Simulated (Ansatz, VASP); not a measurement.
**AlNi in VASP and in Ansatz**

The input INCAR:

```
PREC = Accurate
ENCUT = 520
EDIFF = 1E-6
ISMEAR = 0
SIGMA = 0.15
LREAL = F
LASPH = T
NELM = 100
ALGO = Fast
ISIF = 2
LWAVE = F
LCHARG = F
GGA = PS
NBANDS = 14
```

The input KPOINTS:

```
regular mesh
0
Gamma
  20 20 18
```

File POSCAR:

```
AlNi
1.0
    1.9652547526     -1.9799495047      0.0000000000
    1.9652547526      1.9799495047      0.0000000000
    0.0000000000      0.0000000000      3.0162175332
Al Ni
1 1
Direct
    0.0000000000      0.0000000000      0.0000000000
    0.5000000000      0.5000000000      0.5000000000
```

Input for Ansatz:

```yaml
crystal:
  lattice:
    - [1.9652547526, -1.9799495047, 0.0]
    - [1.9652547526, 1.9799495047, 0.0]
    - [0.0, 0.0, 3.0162175332]
  atoms:
    - { symbol: Al, position: [0.0, 0.0, 0.0] }
    - { symbol: Ni, position: [0.5, 0.5, 0.5] }
basis:
  ecutwfc: 420
kpoints:
  mp_grid: { grid: [20, 20, 18] }
hamiltonian:
  xc: pbesol
scf:
  occupations: { method: gaussian, width: 0.15 }
output:
  forces: true
  stress: true
  eigenvalues: true
```

Alike in both runs: task single point; functional PBEsol; k mesh 20 × 20 × 18; occupations gaussian, width 0.15 eV; no spin polarisation.

|  | VASP | Ansatz |
| --- | --- | --- |
| version | VASP 6.6.1 | Ansatz 0.2.0 |
| potentials or method | VASP PAW PBE potentials, release 64 (Al, Ni), cutoff 520 eV | scalar-relativistic, plane waves, PAW |
| valence electrons in the cell | 13 | 21 |

Ansatz gave:

- gap on the k mesh at the Fermi level (eV): none
- pressure (GPa): 0.1
- traceless stress, the component that is largest in VASP (GPa): -3.02

Task: Estimate VASP's values.

Result: gap on the k mesh at the Fermi level (eV): none; pressure (GPa): 0.3; traceless stress, the component that is largest in VASP (GPa): -3.11.

VASP's potentials were made for PBE, not for PBEsol. A gap of «none» marks a metal or a gap that the smearing closes. VASP's potentials hold 13 valence electrons a cell and Ansatz's 21, so a difference there can come from the potentials and not from the codes.
